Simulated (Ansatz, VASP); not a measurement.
**CdI2: VASP beside Ansatz**

```
CELL_PARAMETERS angstrom
4.18664 0.00000 0.00000
-2.09332 3.62574 0.00000
0.00000 0.00000 6.76630
ATOMIC_POSITIONS crystal
Cd 0.00000 0.00000 0.00000
I 0.33333 0.66667 0.24920
I 0.66667 0.33333 0.75080
```

Change from the starting cell: volume scaled by 0.96, crystal datasets.

Alike in both runs: task electric field gradients; functional PBEsol; k mesh 8 × 8 × 5; occupations fermi-dirac, width 0.03 eV; no spin polarisation.

|  | VASP | Ansatz |
| --- | --- | --- |
| version | VASP 6.6.1 | Ansatz 0.2.0 |
| potentials or method | VASP PAW PBE potentials, release 64 (Cd, I), cutoff 400 eV | all-electron PAW with datasets made for the crystal, scalar-relativistic |

|  | VASP | Ansatz | Ansatz less VASP |
| --- | --- | --- | --- |
| gap on the k mesh at the Fermi level (eV) | 2.32 | 2.33 | +0.011 |
| pressure (GPa) | 1.1 | 1.1 | +0.04 |
| traceless stress, the component that is largest in VASP (GPa) | 0.08 | 0.09 | +0.012 |
| rms of the force components (eV/Å) | 0.081 | 0.067 | -0.0134 |
| size of Vzz on the site where it differs most (V/Å²) | 56.5 | 58.0 | +1.48 |

VASP's potentials were made for PBE, not for PBEsol. Atom by atom the forces differ by 0.013 eV/Å (rms over components). Ansatz ran all-electron here, and VASP with PAW potentials.

Neither program's run includes spin-orbit coupling.
